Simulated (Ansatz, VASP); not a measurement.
## Hf in VASP and in Ansatz

```
Hf
1.0
    -1.69712    1.69712    1.69712
     1.69712   -1.69712    1.69712
     1.69712    1.69712   -1.69712
Hf
1
Cartesian
  0.0000 0.0000 0.0000
```

Alike in both runs: task single point; functional r2SCAN; k mesh 14 × 14 × 14; occupations fermi-dirac, width 0.1 eV; no spin polarisation.

```csv
,VASP,Ansatz
version,VASP 6.6.1,Ansatz 0.2.0
potentials or method,"VASP PAW PBE potentials, release 64 (Hf_pv), cutoff 520 eV","plane waves (500 eV) with PAW, scalar-relativistic"
valence electrons in the cell,10,26
```

|  | VASP | Ansatz | Ansatz less VASP |
| --- | --- | --- | --- |
| pressure (GPa) | 15.5 | 15.7 | +0.20 |

VASP's potentials were made for PBE, not for r2SCAN. VASP's potentials hold 10 valence electrons a cell and Ansatz's 26, so a difference there can come from the potentials and not from the codes.

Spin-orbit coupling is off throughout.
